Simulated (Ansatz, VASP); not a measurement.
## Al2Pt in VASP and in Ansatz

INCAR

```
SYSTEM = Al2Pt
PREC     = Accurate       ! precision mode
ENCUT    = 600            ! plane-wave cutoff, eV
EDIFF    = 1E-6           ! SCF threshold, eV
ISMEAR   = 0              ! smearing method
SIGMA    = 0.1            ! smearing width, eV
LREAL    = .FALSE.        ! projectors in reciprocal space
LASPH    = .TRUE.         ! aspherical terms in the spheres
NELM     = 60             ! most SCF steps
ALGO     = Normal         ! electronic algorithm
ISIF     = 3              ! what is computed and relaxed
LWAVE    = .FALSE.        ! write WAVECAR
LCHARG   = .FALSE.        ! write CHGCAR
GGA      = PE             ! functional
IBRION   = 2              ! ionic algorithm
NSW      = 90             ! ionic steps
EDIFFG   = -0.04          ! ionic threshold
```

Contents of KPOINTS:

```
Automatic mesh
0
G
  4 4 4
  0 0 0
```

File POSCAR:

```
Al2Pt
1.0
    4.3881432600      0.0000000000      0.0000000000
    0.0000000000      4.8749842800      0.0000000000
    0.0000000000      0.0000000000      4.3936114500
Al Pt
4 2
Direct
    0.2161382400      0.6185845500      0.3893682100
    0.7838617600      0.3814154500      0.3893682100
    0.2838617600      0.1185845500      0.3893682100
    0.7161382400      0.8814154500      0.3893682100
    0.5000000000      0.0000000000      0.8067649300
    0.0000000000      0.5000000000      0.8067649300
```

Input for Ansatz:

```yaml
crystal:
  lattice:
    - [4.38814326, 0.0, 0.0]
    - [0.0, 4.87498428, 0.0]
    - [0.0, 0.0, 4.39361145]
  atoms:
    - { symbol: Al, position: [0.21613824, 0.61858455, 0.38936821] }
    - { symbol: Al, position: [0.78386176, 0.38141545, 0.38936821] }
    - { symbol: Al, position: [0.28386176, 0.11858455, 0.38936821] }
    - { symbol: Al, position: [0.71613824, 0.88141545, 0.38936821] }
    - { symbol: Pt, position: [0.5, 0.0, 0.80676493] }
    - { symbol: Pt, position: [0.0, 0.5, 0.80676493] }
basis:
  ecutwfc: 420
kpoints:
  mp_grid: { grid: [4, 4, 4] }
hamiltonian:
  xc: pbe
scf:
  occupations: { method: gaussian, width: 0.1 }
  lower_state_search: "off"
output:
  forces: true
  stress: true
  eigenvalues: true
relax:
  adjacent_minimum: "off"
  f_tol: 0.04
  max_steps: 70
  cell: { stress_tol: 0.4 }
```

Alike in both runs: task relaxation of cell and atoms; functional PBE; k mesh 4 × 4 × 4; occupations gaussian, width 0.1 eV; no spin polarisation.

```csv
,VASP,Ansatz
version,VASP 6.6.1,Ansatz 0.2.0
potentials or method,"VASP PAW PBE potentials, release 64 (Al, Pt), cutoff 600 eV","scalar-relativistic, plane waves, PAW"
valence electrons in the cell,32,48
```

|  | VASP | Ansatz | Ansatz less VASP |
| --- | --- | --- | --- |
| gap on the k mesh at the Fermi level, each at its own relaxed structure (eV) | none | none | - |
| relaxed volume (Å³/atom) | 16.70 | 16.75 | +0.042 |
| relaxed cell length with the largest relative difference (Å) | 6.019 | 5.849 | -0.1703 |

A gap of «none» marks a metal or a gap that the smearing closes. VASP's potentials hold 32 valence electrons a cell and Ansatz's 48, so a difference there can come from the potentials and not from the codes.

Neither program's run includes spin-orbit coupling.
